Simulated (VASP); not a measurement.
# Ga3S (Pm-3m) in VASP: a series of runs

Ga3S is run at these levels: PBE; tasks: single point, relaxation of cell and atoms.

Program: VASP 6.6.1. These are calculated values, not measurements. Logs are shortened: lines on timing, memory, paths and dates and some standing lists are left out, and cuts for length are marked.

## (1) The cell of the first run

It takes space group Pm-3m (No. 221, cubic). Conventional cell: a = 4.162 Å, b = 4.162 Å, c = 4.162 Å, α = 90.00°, β = 90.00°, γ = 90.00°. Within 3.9 Å of Ga (site symmetry 4/mmm) lie 8 Ga at 2.94 Å and 4 S at 2.94 Å. Within 3.9 Å of S (site symmetry m-3m) lie 12 Ga at 2.94 Å.

## (2) Single point, PBE

Input file INCAR:

```
PREC = Accurate
ENCUT = 520
EDIFF = 1E-6
ISMEAR = 0
SIGMA = 0.1
LREAL = False
LASPH = True
NELM = 80
ALGO = Normal
ISIF = 2
LWAVE = False
LCHARG = False
GGA = PE
NBANDS = 30
```

Input file KPOINTS:

```
regular mesh
0
Gamma
  4 4 4
```

Input file POSCAR:

```
Ga3S
1.0
    4.1620357765      0.0000000000      0.0000000000
    0.0000000000      4.1620357765      0.0000000000
    0.0000000000      0.0000000000      4.1620357765
Ga S
3 1
Direct
    0.0000000000      0.5000000000      0.5000000000
    0.5000000000      0.0000000000      0.5000000000
    0.5000000000      0.5000000000      0.0000000000
    0.0000000000      0.0000000000      0.0000000000
```

Potentials or basis: VASP PAW PBE potentials, release 64 (Ga_d, S).

Command:

```console
$ cat potpaw_PBE.64/Ga_d/POTCAR potpaw_PBE.64/S/POTCAR > POTCAR
$ mpirun -np 1 vasp_std > vasp.out
```

OUTCAR:

```text
PREC = Accurate
   ENCUT = 520
   EDIFF = 1E-6
   ISMEAR = 0
   LREAL = False
   LASPH = True
   NELM = 80
   ISIF = 2
   GGA = PE

 ion  position               nearest neighbor table
   1  0.000  0.500  0.500-
   2  0.500  0.000  0.500-
   3  0.500  0.500  0.000-
   4  0.000  0.000  0.000-

  LATTYP: Found a simple cubic cell.
 ALAT       =     4.1620357765

  Lattice vectors:

 A1 = (   4.1620357765,   0.0000000000,   0.0000000000)
 A2 = (   0.0000000000,   4.1620357765,   0.0000000000)
 A3 = (   0.0000000000,   0.0000000000,   4.1620357765)

Analysis of symmetry for initial positions (statically):
=====================================================================
 Subroutine PRICEL returns:
 Original cell was already a primitive cell.

 Routine SETGRP: Setting up the symmetry group for a
 simple cubic supercell.

 Subroutine GETGRP returns: Found 48 space group operations
 (whereof 48 operations were pure point group operations)
 out of a pool of 48 trial point group operations.

The static configuration has the point symmetry O_h .

Analysis of symmetry for dynamics (positions and initial velocities):
=====================================================================
 Subroutine PRICEL returns:
 Original cell was already a primitive cell.

 Routine SETGRP: Setting up the symmetry group for a
 simple cubic supercell.

 Subroutine GETGRP returns: Found 48 space group operations
 (whereof 48 operations were pure point group operations)
 out of a pool of 48 trial point group operations.

The dynamic configuration has the point symmetry O_h .

 Subroutine INISYM returns: Found 48 space group operations
 (whereof 48 operations are pure point group operations),
 and found     1 'primitive' translations

----------------------------------------------------------------------------------------

                                     Primitive cell

  volume of cell :      72.0970

  direct lattice vectors                    reciprocal lattice vectors
[... 68 lines left out ...]
   ISTART =      0    job   : 0-new  1-cont  2-samecut
   ICHARG =      2    charge: 1-file 2-atom 10-const
   ISPIN  =      1    spin polarized calculation?
   LNONCOLLINEAR =      F non collinear calculations
   LSORBIT =      F    spin-orbit coupling
   LASPH  =      T    aspherical Exc in radial PAW
   ENCUT  =  520.0 eV  38.22 Ry    6.18 a.u.   7.74  7.74  7.74*2*pi/ulx,y,z
   NELM   =     80;   NELMIN=  2; NELMDL= -5     # of ELM steps
   EDIFF  = 0.1E-05   stopping-criterion for ELM
   LREAL  =      F    real-space projection
   EDIFFG = 0.1E-04   stopping-criterion for IOM
   NSW    =      0    number of steps for IOM
   IBRION =     -1    ionic relax: 0-MD 1-quasi-New 2-CG
   NFREE  =      0    steps in history (QN), initial steepest desc. (CG)
   ISIF   =      2    stress and relaxation
   ISYM   =      2    0-nonsym 1-usesym 2-fastsym
   POTIM  = 0.5000    time-step for ionic-motion
   TEBEG  =    0.0;   TEEND  =   0.0 temperature during run
   PSTRESS=    0.0 pullay stress
   NELECT =      45.0000    total number of electrons
   NUPDOWN=      -1.0000    fix difference up-down
   EMIN   =  10.00;   EMAX   =-10.00  energy-range for DOS
   EFERMI =   0.00;   METHOD = LEGACY
   ISMEAR =     0;   SIGMA  =   0.10  broadening in eV -4-tet -1-fermi 0-gaus
   EFERMI_NEDOS =   21; number of points for ismear=-14 and -15
   IALGO  =     38    algorithm
   IMIX   =      4    mixing-type and parameters
     AMIX     =   0.40;   BMIX     =  1.00
     AMIX_MAG =   1.60;   BMIX_MAG =  1.00
  volume/ion in A,a.u.               =      18.02       121.63
  Fermi-wavevector in a.u.,A,eV,Ry     =   1.399071  2.643861 26.632052  1.957401
  Thomas-Fermi vector in A             =   2.522167
   LORBIT       =      0    0 simple, 1 ext, 2 COOP (PROOUT), +10 PAW based schemes
   GGA     = PE    functional components
   LHFCALC =     F    Hartree Fock is set to
   AEXX    =    0.0000 exact exchange contribution
   IVDW    =     0    specifies the selected vdW correction
   LEPSILON=     F    determine dielectric tensor
   LRPA    =     F    only Hartree local field effects (RPA)
 non-spin polarized calculation
 Gauss-broadening in eV      SIGMA  =   0.10
  energy-cutoff  :      520.00
  volume of cell :       72.10
 maximum number of plane-waves:      1956
 NGX is ok and might be reduce to    32
   NGX = 15   NGY = 15   NGZ = 15

 number of electron      44.9999963 magnetization

 Free energy of the ion-electron system (eV)
  ---------------------------------------------------
  ext. energy  EPLUGINS =         0.00000000
  ---------------------------------------------------
  free energy    TOTEN  =       -12.63058801 eV

  energy without entropy =      -12.61146394  energy(sigma->0) =      -12.62102598

 E-fermi :   6.3497     XC(G=0): -11.0226

 val. band max:        5.7885531509   @ k =   0.5000   0.0000   0.0000
 cond. band min:       6.3712705179   @ k =   0.5000   0.2500   0.2500
 fundamental gap:      0.5827173670
 Fermi energy:         6.3496588822

 k-point     1 :       0.0000    0.0000    0.0000
  band No.  band energies     occupation
      1      -8.9722      2.00000
      2      -8.9132      2.00000
      3      -8.9132      2.00000
      4      -8.9132      2.00000
      5      -8.8316      2.00000
      6      -8.8316      2.00000
[... 319 lines left out ...]
     29      16.6211      0.00000
     30      16.6241      0.00000

------------------------ aborting loop because EDIFF is reached ----------------------------------------

  FORCE on cell =-STRESS in cart. coord.  units (eV):
  Direction    XX          YY          ZZ          XY          YZ          ZX
  --------------------------------------------------------------------------------------
  -------------------------------------------------------------------------------------
  Total        2.8206218      2.8206218      2.8206218     -0.0000000     -0.0000000      0.0000000
  in kB       62.6813036     62.6813036     62.6813036     -0.0000000     -0.0000000      0.0000000
  external PRESSURE =      62.6813036 kB  Pullay stress =       0.0000000 kB

 VOLUME and BASIS-vectors are now :
 -----------------------------------------------------------------------------
  energy-cutoff  :      520.00
  volume of cell :       72.10
      direct lattice vectors                 reciprocal lattice vectors
     4.162035776  0.000000000  0.000000000     0.240267036  0.000000000  0.000000000
     0.000000000  4.162035776  0.000000000     0.000000000  0.240267036  0.000000000
     0.000000000  0.000000000  4.162035776     0.000000000  0.000000000  0.240267036

 POSITION                                       TOTAL-FORCE (eV/Angst)
 -----------------------------------------------------------------------------------
      0.00000      2.08102      2.08102         0.000000      0.000000      0.000000
      2.08102      0.00000      2.08102         0.000000      0.000000      0.000000
      2.08102      2.08102      0.00000         0.000000      0.000000      0.000000
      0.00000      0.00000      0.00000         0.000000      0.000000      0.000000
 -----------------------------------------------------------------------------------
    total drift:                                0.000000     -0.000000     -0.000000

  FREE ENERGIE OF THE ION-ELECTRON SYSTEM (eV)
  ---------------------------------------------------
  free  energy   TOTEN  =       -12.6305880100 eV

  energy  without entropy=      -12.6114639412  energy(sigma->0) =      -12.62102598
```

OSZICAR:

```text
N       E                     dE             d eps       ncg     rms          rms(c)
DAV:   1     0.325906824527E+03    0.32591E+03   -0.21429E+04   606   0.259E+03
DAV:   2     0.294734946030E+02   -0.29643E+03   -0.28572E+03   608   0.540E+02
DAV:   3    -0.111606565632E+02   -0.40634E+02   -0.38959E+02   720   0.144E+02
DAV:   4    -0.128340612699E+02   -0.16734E+01   -0.16632E+01   724   0.301E+01
DAV:   5    -0.128847401735E+02   -0.50679E-01   -0.50635E-01   788   0.489E+00    0.723E+00
DAV:   6    -0.126444470289E+02    0.24029E+00   -0.75085E-01   908   0.917E+00    0.462E+00
DAV:   7    -0.126347321885E+02    0.97148E-02   -0.72609E-02   704   0.138E+00    0.179E+00
DAV:   8    -0.126307263468E+02    0.40058E-02   -0.10194E-02   788   0.641E-01    0.165E-01
DAV:   9    -0.126305545000E+02    0.17185E-03   -0.13791E-03   800   0.278E-01    0.633E-02
DAV:  10    -0.126305846376E+02   -0.30138E-04   -0.15502E-04   722   0.120E-01    0.172E-02
DAV:  11    -0.126305881882E+02   -0.35506E-05   -0.23739E-05   854   0.430E-02    0.120E-02
DAV:  12    -0.126305880100E+02    0.17819E-06   -0.12925E-06   508   0.945E-03
   1 F= -.12630588E+02 E0= -.12621026E+02  d E =-.191241E-01
```

stdout:

```text
POSCAR found type information on POSCAR GaS
 POSCAR found :  2 types and       4 ions
 scaLAPACK will be used
 LDA part: xc-table for (Slater+PW92), standard interpolation
 POSCAR, INCAR and KPOINTS ok, starting setup
 FFT: planning ... GRIDC
 FFT: planning ... GRID_SOFT
 FFT: planning ... GRID
 WAVECAR not read
 entering main loop
```

It took 8.6 s on 1 thread of Intel Xeon 6975P-C (Granite Rapids), shared host; peak memory 0.17 GiB.

What came out:

```yaml
Free_energy: -12.6306 eV
Pressure: 6.3 GPa
Band_gap_on_the_k_mesh: zero (an odd number of electrons rules out a gap without spin polarisation)
```

Caveat: the k points lie up to 0.38 Å⁻¹ apart, too coarse for converged energies and pressures of a metal.

## (3) Single point, PBE

This run uses another cell than the first one, of 20.27 Å³/atom.

Input file INCAR:

```
SYSTEM = Ga3S
  PREC = Accurate
  ENCUT = 520
  EDIFF = 1E-7
  ISMEAR = 0
  SIGMA = 0.1
  LREAL = .False.
  LASPH = .True.
  NELM = 100
  ALGO = Normal
  ISIF = 2
  LWAVE = .False.
  LCHARG = .False.
  GGA = PE
  NBANDS = 30
```

Input file KPOINTS:

```
Automatic mesh
0
Gamma
  4 4 4
  0 0 0
```

Input file POSCAR:

```
Ga3S
1.0
    4.3281480412      0.0000000000      0.0000000000
    0.0000000000      4.3281480412      0.0000000000
    0.0000000000      0.0000000000      4.3281480412
Ga S
3 1
Direct
    0.0000000000      0.5000000000      0.5000000000
    0.5000000000      0.0000000000      0.5000000000
    0.5000000000      0.5000000000      0.0000000000
    0.0000000000      0.0000000000      0.0000000000
```

Potentials or basis: VASP PAW PBE potentials, release 64 (Ga_d, S).

Command:

```console
$ cat potpaw_PBE.64/Ga_d/POTCAR potpaw_PBE.64/S/POTCAR > POTCAR
$ mpirun -np 1 vasp_std > vasp.out
```

Run time: 10 s. Hardware: 1 thread of Intel Xeon 6975P-C (Granite Rapids), shared host; peak memory 0.17 GiB.

The run converged. Its results:

```yaml
Free_energy: -12.7945 eV
Pressure: -0.1 GPa
Band_gap_on_the_k_mesh: zero (an odd number of electrons rules out a gap without spin polarisation)
```

Levels at points of the mesh, in eV from the Fermi level:
```
           k point  band 19  band 20  band 21  band 22  band 23  band 24  band 25  band 26  band 27  band 28
(0.00, 0.00, 0.00)    -3.85    -3.85    -2.62    -2.62     1.36     1.36     1.36     4.81     4.81     4.81
(0.50, 0.00, 0.00)    -2.94    -2.94    -1.85    -1.31    -0.27    -0.27     1.31     4.10     4.19     4.19
(0.50, 0.50, 0.00)    -6.60    -2.37    -0.80    -0.79    -0.79     1.55     1.80     1.80     1.93     5.32
(0.50, 0.50, 0.50)    -5.06    -4.95    -4.95    -4.95    -3.79     3.48     3.48     3.48     9.08     9.08
```

Caveat: the k points lie up to 0.36 Å⁻¹ apart, too coarse for converged energies and pressures of a metal.

## (4) Relaxation of cell and atoms, PBE

Input file INCAR:

```
SYSTEM = Ga3S
  PREC = Accurate
  ENCUT = 600
  EDIFF = 1E-6
  ISMEAR = 0
  SIGMA = 0.1
  LREAL = .False.
  LASPH = .True.
  NELM = 60
  ALGO = Normal
  ISIF = 3
  LWAVE = .False.
  LCHARG = .False.
  GGA = PE
  IBRION = 2
  NSW = 90
  EDIFFG = -0.04
```

KPOINTS is that of step 3.

Input file POSCAR:

```
Ga3S
1.0
    4.1620357765      0.0000000000      0.0000000000
    0.0000000000      4.1620357765      0.0000000000
    0.0000000000      0.0000000000      4.1620357765
Ga S
3 1
Direct
    0.0000000000      0.5000000000      0.5000000000
    0.5000000000      0.0000000000      0.5000000000
    0.5000000000      0.5000000000      0.0000000000
    0.0000000000      0.0000000000      0.0000000000
```

Potentials or basis: VASP PAW PBE potentials, release 64 (Ga_d, S).

Command:

```console
$ cat potpaw_PBE.64/Ga_d/POTCAR potpaw_PBE.64/S/POTCAR > POTCAR
$ mpirun -np 1 vasp_std > vasp.out
```

OUTCAR:

```text
SYSTEM = Ga3S
   PREC = Accurate
   ENCUT = 600
   EDIFF = 1E-6
   ISMEAR = 0
   LREAL = .False.
   LASPH = .True.
   NELM = 60
   ISIF = 3
   GGA = PE
   IBRION = 2
   NSW = 90
   EDIFFG = -0.04

 ion  position               nearest neighbor table
   1  0.000  0.500  0.500-
   2  0.500  0.000  0.500-
   3  0.500  0.500  0.000-
   4  0.000  0.000  0.000-

  LATTYP: Found a simple cubic cell.
 ALAT       =     4.1620357765

  Lattice vectors:

 A1 = (   4.1620357765,   0.0000000000,   0.0000000000)
 A2 = (   0.0000000000,   4.1620357765,   0.0000000000)
 A3 = (   0.0000000000,   0.0000000000,   4.1620357765)

Analysis of symmetry for initial positions (statically):
=====================================================================
 Subroutine PRICEL returns:
 Original cell was already a primitive cell.

 Routine SETGRP: Setting up the symmetry group for a
 simple cubic supercell.

 Subroutine GETGRP returns: Found 48 space group operations
 (whereof 48 operations were pure point group operations)
 out of a pool of 48 trial point group operations.

[... 138 lines left out ...]
  volume of cell :       72.10
 maximum number of plane-waves:      2469
 NGX is ok and might be reduce to    36
   NGX = 17   NGY = 17   NGZ = 17

--------------------------------------- Ionic step        1  -------------------------------------------

 number of electron      44.9999981 magnetization

 Free energy of the ion-electron system (eV)
  ---------------------------------------------------
  ext. energy  EPLUGINS =         0.00000000
  ---------------------------------------------------
  free energy    TOTEN  =       -12.63039769 eV

  energy without entropy =      -12.61127424  energy(sigma->0) =      -12.62083597

------------------------ aborting loop because EDIFF is reached ----------------------------------------

  FORCE on cell =-STRESS in cart. coord.  units (eV):
  Direction    XX          YY          ZZ          XY          YZ          ZX
  --------------------------------------------------------------------------------------
  -------------------------------------------------------------------------------------
  Total        2.8059607      2.8059607      2.8059607     -0.0000000     -0.0000000     -0.0000000
  in kB       62.3554963     62.3554963     62.3554963     -0.0000000     -0.0000000     -0.0000000
  external PRESSURE =      62.3554963 kB  Pullay stress =       0.0000000 kB
[... 63 lines left out ...]
--------------------------------------- Ionic step        3  -------------------------------------------

 number of electron      45.0000049 magnetization

 Free energy of the ion-electron system (eV)
  ---------------------------------------------------
  ext. energy  EPLUGINS =         0.00000000
  ---------------------------------------------------
  free energy    TOTEN  =       -12.79229667 eV

  energy without entropy =      -12.78264430  energy(sigma->0) =      -12.78747048

 E-fermi :   5.1514     XC(G=0): -10.4556

 val. band max:        5.1209320545   @ k =   0.5000   0.2500   0.2500
 cond. band min:       5.4192334149   @ k =   0.5000   0.2500   0.0000
 fundamental gap:      0.2983013604
 Fermi energy:         5.1513782527

 k-point     1 :       0.0000    0.0000    0.0000
  band No.  band energies     occupation
      1      -9.9799      2.00000
      2      -9.9646      2.00000
      3      -9.9646      2.00000
      4      -9.9646      2.00000
      5      -9.9032      2.00000
      6      -9.9032      2.00000
[... 320 lines left out ...]
  FREE ENERGIE OF THE ION-ELECTRON SYSTEM (eV)
  ---------------------------------------------------
  free  energy   TOTEN  =       -12.7922966706 eV

  energy  without entropy=      -12.7826442980  energy(sigma->0) =      -12.78747048

 reached required accuracy - stopping structural energy minimisation
```

OSZICAR:

```text
N       E                     dE             d eps       ncg     rms          rms(c)
DAV:   1     0.313599653447E+03    0.31360E+03   -0.24045E+04   548   0.311E+03
DAV:   2     0.250501472502E+02   -0.28855E+03   -0.28411E+03   559   0.555E+02
DAV:   3    -0.110113054724E+02   -0.36061E+02   -0.34420E+02   648   0.150E+02
[... 26 lines left out ...]
DAV:   4    -0.127926690475E+02    0.20314E-02   -0.28919E-03   629   0.558E-01    0.110E-01
DAV:   5    -0.127923644015E+02    0.30465E-03   -0.18009E-04   693   0.121E-01    0.463E-02
DAV:   6    -0.127922980562E+02    0.66345E-04   -0.70873E-05   626   0.116E-01    0.114E-02
DAV:   7    -0.127922966983E+02    0.13579E-05   -0.53936E-06   533   0.177E-02    0.199E-03
DAV:   8    -0.127922966706E+02    0.27631E-07   -0.69545E-07   299   0.819E-03
   3 F= -.12792297E+02 E0= -.12787470E+02  d E =-.161899E+00
```

CONTCAR:

```text
Ga3S
   1.00000000000000
     4.3248250421863501   -0.0000000000000000   -0.0000000000000000
    -0.0000000000000000    4.3248250421863501    0.0000000000000000
    -0.0000000000000000   -0.0000000000000000    4.3248250421863501
  Ga              S
     3     1
Direct
     0.0000000000000000    0.5000000000000000    0.5000000000000000
     0.5000000000000000    0.0000000000000000    0.5000000000000000
     0.5000000000000000    0.5000000000000000    0.0000000000000000
     0.0000000000000000    0.0000000000000000    0.0000000000000000

  0.00000000E+00  0.00000000E+00  0.00000000E+00
  0.00000000E+00  0.00000000E+00  0.00000000E+00
  0.00000000E+00  0.00000000E+00  0.00000000E+00
  0.00000000E+00  0.00000000E+00  0.00000000E+00
```

Run time: 29 s. Hardware: 1 thread of Intel Xeon 6975P-C (Granite Rapids), shared host; peak memory 0.21 GiB.

Results:

| Item | Value |
| --- | --- |
| Free energy | -12.7923 eV |
| Relaxed volume | 20.22 Å³/atom |
| Relaxed cell | a = 4.325 Å, b = 4.325 Å, c = 4.325 Å, α = 90.00°, β = 90.00°, γ = 90.00° |
| Space group after relaxing (to 0.1 Å) | Pm-3m (No. 221) |
| Energy gained by relaxing | 40.5 meV/atom |
| Ionic steps | 3 |
| Pressure after relaxing | 0.0 GPa |
| Band gap on the k mesh | zero (an odd number of electrons rules out a gap without spin polarisation) |

Step by step:
```tsv
step	energy change (eV)	largest force (eV/Å)	pressure (GPa)	volume (Å³)
1	0.0000	0.0000	6.24	72.10
2	-0.1591	0.0000	0.73	79.67
3	-0.1619	0.0000	0.02	80.89
```

Final structure:
```yaml
crystal:
  lattice:
    - [4.32483, 0.00000, 0.00000]
    - [0.00000, 4.32483, 0.00000]
    - [0.00000, 0.00000, 4.32483]
  atoms:
    - { symbol: Ga, position: [0.00000, 0.50000, 0.50000] }
    - { symbol: Ga, position: [0.50000, 0.00000, 0.50000] }
    - { symbol: Ga, position: [0.50000, 0.50000, 0.00000] }
    - { symbol: S, position: [0.00000, 0.00000, 0.00000] }
```

Levels at points of the mesh, in eV from the Fermi level:
```tsv
k point	band 19	band 20	band 21	band 22	band 23	band 24	band 25	band 26	band 27
(0.00, 0.00, 0.00)	-3.86	-3.86	-2.62	-2.62	1.36	1.36	1.36	4.82	4.82
(0.50, 0.00, 0.00)	-2.95	-2.95	-1.84	-1.32	-0.28	-0.28	1.30	4.11	4.20
(0.50, 0.50, 0.00)	-6.61	-2.38	-0.81	-0.79	-0.79	1.56	1.80	1.80	1.93
(0.50, 0.50, 0.50)	-5.06	-4.97	-4.97	-4.97	-3.80	3.49	3.49	3.49	9.10
```

Caveat: the k points lie up to 0.36 Å⁻¹ apart in the final cell, too coarse for converged energies and pressures of a metal.

(Part 1 of 2 ends here.)
